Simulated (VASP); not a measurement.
# Ho4N4 in VASP: single point with PBE

Aim: the single point of Ho4N4 with PBE.

All numbers are computed with VASP 6.6.1; they aren't measurements. Logs are shortened: lines on timing, memory, paths and dates and some standing lists are left out, and cuts for length are marked.

**1. The cell of the first run**

The cell holds a molecule in a box, 8 atoms: a = 11.260 Å, b = 11.260 Å, c = 11.260 Å, α = 90.00°, β = 90.00°, γ = 90.00°.

**2. Single point, PBE, collinear spin, ferromagnetic start**

INCAR reads:

```
ALGO = Normal ; EDIFF = 1E-7
ENCUT = 520 ; GGA = PE
ISIF = 2 ; ISMEAR = 0
ISPIN = 2 ; LASPH = T
LCHARG = T ; LELF = T
LMAXMIX = 6 ; LORBIT = 11
LREAL = F ; LVHAR = T
LWAVE = F ; MAGMOM = 4 4 4 4 0 0 0 0
NBANDS = 66 ; NELM = 150
PREC = Accurate ; SIGMA = 0.01
```

KPOINTS reads:

```
k-points
0
Gamma
  1 1 1
```

POSCAR reads:

```
HoN
1.0
   11.2600000000      0.0000000000      0.0000000000
    0.0000000000     11.2600000000      0.0000000000
    0.0000000000      0.0000000000     11.2600000000
Ho N
4 4
Direct
    0.6000106600      0.6000106600      0.6000106600
    0.6000106600      0.3996447600      0.3996447600
    0.3996447600      0.6000106600      0.3996447600
    0.3996447600      0.3996447600      0.6000106600
    0.5917913000      0.5917913000      0.4078632300
    0.5917913000      0.4078632300      0.5917913000
    0.4078632300      0.5917913000      0.5917913000
    0.4078632300      0.4078632300      0.4078632300
```

Potentials or basis: VASP PAW PBE potentials, release 64 (Ho, N).

The run is started by

```console
$ cat potpaw_PBE.64/Ho/POTCAR potpaw_PBE.64/N/POTCAR > POTCAR
$ mpirun -np 1 vasp_gam > vasp.out
```

OUTCAR:

```text
EDIFF = 1E-7
   ENCUT = 520
   GGA = PE
   ISIF = 2
   ISMEAR = 0
   ISPIN = 2
   LASPH = T
   LORBIT = 11
   LREAL = F
   NELM = 150
   PREC = Accurate

 ion  position               nearest neighbor table
   1  0.600  0.600  0.600-   5 2.17   6 2.17   7 2.17   2 3.19   3 3.19   4 3.19
   2  0.600  0.400  0.400-   5 2.17   6 2.17   8 2.17   1 3.19   3 3.19   4 3.19
   3  0.400  0.600  0.400-   5 2.17   7 2.17   8 2.17   1 3.19   2 3.19   4 3.19
   4  0.400  0.400  0.600-   6 2.17   7 2.17   8 2.17   1 3.19   2 3.19   3 3.19
   5  0.592  0.592  0.408-   2 2.17   3 2.17   1 2.17
   6  0.592  0.408  0.592-   2 2.17   4 2.17   1 2.17
   7  0.408  0.592  0.592-   3 2.17   4 2.17   1 2.17
   8  0.408  0.408  0.408-   2 2.17   3 2.17   4 2.17

  LATTYP: Found a simple cubic cell.
 ALAT       =    11.2600000000

  Lattice vectors:

 A1 = (  11.2600000000,   0.0000000000,   0.0000000000)
 A2 = (   0.0000000000,  11.2600000000,   0.0000000000)
 A3 = (   0.0000000000,   0.0000000000,  11.2600000000)

Analysis of symmetry for initial positions (statically):
=====================================================================
 Subroutine PRICEL returns:
 Original cell was already a primitive cell.

 Routine SETGRP: Setting up the symmetry group for a
 simple cubic supercell.

 Subroutine GETGRP returns: Found 24 space group operations
 (whereof  6 operations were pure point group operations)
 out of a pool of 48 trial point group operations.

The static configuration has the point symmetry C_3v.
 The point group associated with its full space group is T_d .

Analysis of symmetry for dynamics (positions and initial velocities):
=====================================================================
 Subroutine PRICEL returns:
 Original cell was already a primitive cell.

 Routine SETGRP: Setting up the symmetry group for a
 simple cubic supercell.

 Subroutine GETGRP returns: Found 24 space group operations
 (whereof  6 operations were pure point group operations)
 out of a pool of 48 trial point group operations.

The dynamic configuration has the point symmetry C_3v.
 The point group associated with its full space group is T_d .

Analysis of structural, dynamic, and magnetic symmetry:
=====================================================================
 Subroutine PRICEL returns:
 Original cell was already a primitive cell.

 Routine SETGRP: Setting up the symmetry group for a
 simple cubic supercell.

 Subroutine GETGRP returns: Found 24 space group operations
 (whereof  6 operations were pure point group operations)
 out of a pool of 48 trial point group operations.

The overall configuration has the point symmetry C_3v.
 The point group associated with its full space group is T_d .

 Subroutine INISYM returns: Found 24 space group operations
 (whereof  6 operations are pure point group operations),
 and found     1 'primitive' translations

----------------------------------------------------------------------------------------

                                     Primitive cell

  volume of cell :    1427.6284

  direct lattice vectors                    reciprocal lattice vectors
    11.260000000  0.000000000  0.000000000     0.088809947  0.000000000  0.000000000
     0.000000000 11.260000000  0.000000000     0.000000000  0.088809947  0.000000000
     0.000000000  0.000000000 11.260000000     0.000000000  0.000000000  0.088809947

  length of vectors
    11.260000000 11.260000000 11.260000000     0.088809947  0.088809947  0.088809947

  position of ions in fractional coordinates (direct lattice)
     0.600010660  0.600010660  0.600010660
     0.600010660  0.399644760  0.399644760
     0.399644760  0.600010660  0.399644760
     0.399644760  0.399644760  0.600010660
     0.591791300  0.591791300  0.407863230
     0.591791300  0.407863230  0.591791300
     0.407863230  0.591791300  0.591791300
     0.407863230  0.407863230  0.407863230

  ion indices of the primitive-cell ions
   primitive index   ion index
                 1           1
                 2           2
                 3           3
                 4           4
                 5           5
                 6           6
                 7           7
                 8           8

----------------------------------------------------------------------------------------

 KPOINTS: k-points

Automatic generation of k-mesh.
 Grid dimensions read from file:
 generate k-points for:    1    1    1

 Generating k-lattice:

  Cartesian coordinates                     Fractional coordinates (reciprocal lattice)
     0.088809947  0.000000000  0.000000000     1.000000000  0.000000000  0.000000000
     0.000000000  0.088809947  0.000000000     0.000000000  1.000000000  0.000000000
     0.000000000  0.000000000  0.088809947     0.000000000  0.000000000  1.000000000

  Length of vectors
     0.088809947  0.088809947  0.088809947

  Shift w.r.t. Gamma in fractional coordinates (k-lattice)
     0.000000000  0.000000000  0.000000000

 Subroutine IBZKPT returns following result:
 ===========================================

 Found      1 irreducible k-points:

 Following reciprocal coordinates:
            Coordinates               Weight
  0.000000  0.000000  0.000000      1.000000
   k-points           NKPTS =      1   k-points in BZ     NKDIM =      1   number of bands    NBANDS=     66
   number of dos      NEDOS =    301   number of ions     NIONS =      8
   total plane-waves  NPLWV = 592704
   dimension x,y,z NGX =    84 NGY =   84 NGZ =   84
   dimension x,y,z NGXF=   168 NGYF=  168 NGZF=  168
   ions per type =               4   4
   NGX,Y,Z   is equivalent  to a cutoff of  12.40, 12.40, 12.40 a.u.
   NGXF,Y,Z  is equivalent  to a cutoff of  24.80, 24.80, 24.80 a.u.
 SYSTEM =  unknown system
   PREC   = accura    normal or accurate (medium, high low for compatibility)
   ISTART =      0    job   : 0-new  1-cont  2-samecut
   ICHARG =      2    charge: 1-file 2-atom 10-const
   ISPIN  =      2    spin polarized calculation?
   LNONCOLLINEAR =      F non collinear calculations
   LSORBIT =      F    spin-orbit coupling
   LASPH  =      T    aspherical Exc in radial PAW
   ENCUT  =  520.0 eV  38.22 Ry    6.18 a.u.  20.94 20.94 20.94*2*pi/ulx,y,z
   NELM   =    150;   NELMIN=  2; NELMDL= -5     # of ELM steps
   EDIFF  = 0.1E-06   stopping-criterion for ELM
   LREAL  =      F    real-space projection
   EDIFFG = 0.1E-05   stopping-criterion for IOM
   NSW    =      0    number of steps for IOM
   IBRION =     -1    ionic relax: 0-MD 1-quasi-New 2-CG
   NFREE  =      0    steps in history (QN), initial steepest desc. (CG)
   ISIF   =      2    stress and relaxation
   ISYM   =      2    0-nonsym 1-usesym 2-fastsym
   POTIM  = 0.5000    time-step for ionic-motion
   TEBEG  =    0.0;   TEEND  =   0.0 temperature during run
   PSTRESS=    0.0 pullay stress
   NELECT =     104.0000    total number of electrons
   NUPDOWN=      -1.0000    fix difference up-down
   EMIN   =  10.00;   EMAX   =-10.00  energy-range for DOS
   EFERMI =   0.00;   METHOD = LEGACY
   ISMEAR =     0;   SIGMA  =   0.01  broadening in eV -4-tet -1-fermi 0-gaus
   EFERMI_NEDOS =   21; number of points for ismear=-14 and -15
   IALGO  =     38    algorithm
   IMIX   =      4    mixing-type and parameters
     AMIX     =   0.40;   BMIX     =  1.00
     AMIX_MAG =   1.60;   BMIX_MAG =  1.00
  volume/ion in A,a.u.               =     178.45      1204.26
  Fermi-wavevector in a.u.,A,eV,Ry     =   0.683724  1.292051  6.360433  0.467479
  Thomas-Fermi vector in A             =   1.763171
   LORBIT       =     11    0 simple, 1 ext, 2 COOP (PROOUT), +10 PAW based schemes
   GGA     = PE    functional components
   LHFCALC =     F    Hartree Fock is set to
   AEXX    =    0.0000 exact exchange contribution
   IVDW    =     0    specifies the selected vdW correction
   LEPSILON=     F    determine dielectric tensor
   LRPA    =     F    only Hartree local field effects (RPA)
 spin polarized calculation
 Gauss-broadening in eV      SIGMA  =   0.01
  energy-cutoff  :      520.00
  volume of cell :     1427.63
 maximum number of plane-waves:     19249
 NGX is ok and might be reduce to    84
   NGX = 41   NGY = 41   NGZ = 41

 number of electron     103.9999998 magnetization      16.0000361

 Free energy of the ion-electron system (eV)
  ---------------------------------------------------
  ext. energy  EPLUGINS =         0.00000000
  ---------------------------------------------------
  free energy    TOTEN  =       -61.70127134 eV

  energy without entropy =      -61.70127134  energy(sigma->0) =      -61.70127134

 E-fermi :  -2.6210     XC(G=0):  -2.0177

 val. band max:       -2.7893783632   @ k =   0.0000   0.0000   0.0000
 cond. band min:      -1.9069073653   @ k =   0.0000   0.0000   0.0000
 fundamental gap:      0.8824709979
 Fermi energy:        -2.6210361655

 spin component 1

 k-point     1 :       0.0000    0.0000    0.0000
  band No.  band energies     occupation
      1     -50.1804      1.00000
      2     -50.1161      1.00000
      3     -50.1161      1.00000
      4     -50.1158      1.00000
      5     -25.8968      1.00000
      6     -25.4303      1.00000
[... 56 lines left out ...]
     63      -0.5077      0.00000
     64      -0.5077      0.00000
 Fermi energy:        -2.6210361655

 spin component 2

 k-point     1 :       0.0000    0.0000    0.0000
  band No.  band energies     occupation
      1     -48.4721      1.00000
      2     -48.3979      1.00000
      3     -48.3979      1.00000
      4     -48.3976      1.00000
      5     -24.8097      1.00000
      6     -24.2995      1.00000
[... 56 lines left out ...]
     63      -0.3709      0.00000
     64      -0.3708      0.00000
 [bands above 64 left out]

------------------------ aborting loop because EDIFF is reached ----------------------------------------

  FORCE on cell =-STRESS in cart. coord.  units (eV):
  Direction    XX          YY          ZZ          XY          YZ          ZX
  --------------------------------------------------------------------------------------
  -------------------------------------------------------------------------------------
  Total       -2.3590043     -2.3590043     -2.3590043     -0.0000000      0.0000000     -0.0000000
  in kB       -2.6474279     -2.6474279     -2.6474279     -0.0000000      0.0000000     -0.0000000
  external PRESSURE =      -2.6474279 kB  Pullay stress =       0.0000000 kB

 VOLUME and BASIS-vectors are now :
 -----------------------------------------------------------------------------
  energy-cutoff  :      520.00
  volume of cell :     1427.63
      direct lattice vectors                 reciprocal lattice vectors
    11.260000000  0.000000000  0.000000000     0.088809947  0.000000000  0.000000000
     0.000000000 11.260000000  0.000000000     0.000000000  0.088809947  0.000000000
     0.000000000  0.000000000 11.260000000     0.000000000  0.000000000  0.088809947

 POSITION                                       TOTAL-FORCE (eV/Angst)
 -----------------------------------------------------------------------------------
      6.75612      6.75612      6.75612        -0.294978     -0.294978     -0.294978
      6.75612      4.50000      4.50000        -0.294978      0.294978      0.294978
      4.50000      6.75612      4.50000         0.294978     -0.294978      0.294978
      4.50000      4.50000      6.75612         0.294978      0.294978     -0.294978
      6.66357      6.66357      4.59254        -0.233893     -0.233893      0.233893
      6.66357      4.59254      6.66357        -0.233893      0.233893     -0.233893
      4.59254      6.66357      6.66357         0.233893     -0.233893     -0.233893
      4.59254      4.59254      4.59254         0.233893      0.233893      0.233893
 -----------------------------------------------------------------------------------
    total drift:                                0.015857      0.015857      0.015855

  FREE ENERGIE OF THE ION-ELECTRON SYSTEM (eV)
  ---------------------------------------------------
  free  energy   TOTEN  =       -61.7012713403 eV

  energy  without entropy=      -61.7012713403  energy(sigma->0) =      -61.70127134

 total charge

# of ion       s       p       d       f       tot
--------------------------------------------------
    1        2.095   5.709   0.745  10.131  18.680
    2        2.095   5.709   0.745  10.131  18.680
    3        2.095   5.709   0.745  10.131  18.680
    4        2.095   5.709   0.745  10.131  18.680
    5        1.271   2.378   0.000   0.000   3.649
    6        1.271   2.378   0.000   0.000   3.649
    7        1.271   2.378   0.000   0.000   3.649
    8        1.271   2.378   0.000   0.000   3.649
--------------------------------------------------
tot         13.466  32.347   2.980  40.524  89.317

 magnetization (x)

# of ion       s       p       d       f       tot
--------------------------------------------------
    1        0.004  -0.030   0.071   3.743   3.788
    2        0.004  -0.030   0.071   3.743   3.788
    3        0.004  -0.030   0.071   3.743   3.788
    4        0.004  -0.030   0.071   3.743   3.788
    5       -0.001   0.066   0.000   0.000   0.066
    6       -0.001   0.066   0.000   0.000   0.066
    7       -0.001   0.066   0.000   0.000   0.066
    8       -0.001   0.066   0.000   0.000   0.066
--------------------------------------------------
tot          0.013   0.145   0.284  14.972  15.415
```

Wall time 17 min (1 thread of Intel Xeon 6975P-C (Granite Rapids), shared host); peak memory 1.5 GiB.

What came out:

| Item | Value |
| --- | --- |
| Free energy | -61.7013 eV |
| Largest force | 0.511 eV/Å |
| Gap between the frontier levels | 0.88 eV |
| Net moment | 16.00 μB per cell |
| Site moments | Ho +3.79; N +0.07 μB |
| Valence electrons inside the program's atomic spheres | Ho 18.68; N 3.65 |

Forces in eV/Å, atoms in the order of the input:
```
Ho  -0.295 -0.295 -0.295
Ho  -0.295  0.295  0.295
Ho   0.295 -0.295  0.295
Ho   0.295  0.295 -0.295
N   -0.234 -0.234  0.234
N   -0.234  0.234 -0.234
N    0.234 -0.234 -0.234
N    0.234  0.234  0.234
```

Levels at points of the mesh, in eV from the valence-band top:
Spin up:
```
           k point  band 58  band 59  band 60  band 61  band 62  band 63
(0.00, 0.00, 0.00)    -0.35    -0.35    -0.35     1.47     2.28     2.28
```
Spin down:
```tsv
k point	band 40	band 41	band 42	band 43	band 44	band 45	band 46	band 47	band 48	band 49
(0.00, 0.00, 0.00)	-0.13	-0.13	0.00	0.00	0.00	0.88	0.88	0.96	0.96	0.96
```

Caveat: the magnetic or orbital state may not be the lowest; spin-orbit coupling is left out, which moves the levels of the heavy elements; semilocal functionals describe open f shells poorly, which spoils levels, moments and volumes. The state reached can hang on the start; a lower one may exist.
